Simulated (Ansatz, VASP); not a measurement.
**One calculation of WS2, two programs**

Contents of POSCAR:

```
WS2
1.0
    3.1697138084      0.0000000000      0.0000000000
   -1.5848569042      2.7450526808      0.0000000000
    0.0000000000      0.0000000000     16.9263323846
W S
1 2
Direct
    0.3333333333      0.6666666667      0.0000000000
    0.6666666667      0.3333333333      0.9076849995
    0.6666666667      0.3333333333      0.0923150005
```

The input INCAR.step1:

```
SYSTEM = WS2
ALGO = Normal ; EDIFF = 1E-5
ENCUT = 520 ; GGA = PE
ISIF = 2 ; ISMEAR = 0
LASPH = .TRUE. ; LREAL = .FALSE.
LWAVE = .TRUE. ; NBANDS = 20
NELM = 60 ; PREC = Accurate
SIGMA = 0.01
```

File INCAR.step2:

```
SYSTEM = WS2
AEXX = 0.3 ; ALGO = Normal
EDIFF = 1E-7 ; ENCUT = 520
GGA = PE ; HFSCREEN = 0.3
ISIF = 2 ; ISMEAR = 0
ISTART = 1 ; LASPH = .TRUE.
LCHARG = .TRUE. ; LELF = .TRUE.
LHFCALC = .TRUE. ; LREAL = .FALSE.
LVHAR = .TRUE. ; LWAVE = .FALSE.
NBANDS = 20 ; NELM = 60
PREC = Accurate ; PRECFOCK = Normal
SIGMA = 0.01
```

File KPOINTS:

```
k-points
0
G
  6 6 1
  0 0 0
```

Input for Ansatz:

```yaml
crystal:
  lattice:
    - [3.1697138084, 0.0, 0.0]
    - [-1.5848569042, 2.7450526808, 0.0]
    - [0.0, 0.0, 16.9263323846]
  atoms:
    - { symbol: W, position: [0.3333333333, 0.6666666667, 0.0] }
    - { symbol: S, position: [0.6666666667, 0.3333333333, 0.9076849995] }
    - { symbol: S, position: [0.6666666667, 0.3333333333, 0.0923150005] }
kpoints:
  mp_grid: { grid: [6, 6, 1] }
hamiltonian:
  xc: { exchange: pbe, correlation: pbe, exx: { coeff: 0.3, omega: 0.3 } }
scf:
  occupations: { method: fixed }
  n_extra_bands: 4
output:
  forces: true
  stress: true
  eigenvalues: true
```

Alike in both runs: task single point; functional PBE-based screened hybrid with a share of 0.3 of exact exchange and HFSCREEN = 0.3; k mesh 6 × 6 × 1; no spin polarisation.

|  | VASP | Ansatz |
| --- | --- | --- |
| version | VASP 6.6.1 | Ansatz 0.2.0 |
| potentials or method | VASP PAW PBE potentials, release 64 (W_sv, S) | plane waves |
| plane-wave cutoff (eV) | 520 | 420 |
| occupations | gaussian, width 0.01 eV | fixed |
| valence electrons in the cell | 26 | 26 |

```csv
,VASP,Ansatz,Ansatz less VASP
gap on the k mesh at the Fermi level (eV),2.26,2.26,+0.004
rms of the force components (eV/Å),0.149,0.118,-0.0313
```

VASP's potentials were made for PBE, not for PBE-based screened hybrid. Atom by atom the forces differ by 0.031 eV/Å (rms over components). Ansatz's warnings: stress exchange threshold loose, stress scf threshold loose.

Neither program's run includes spin-orbit coupling.
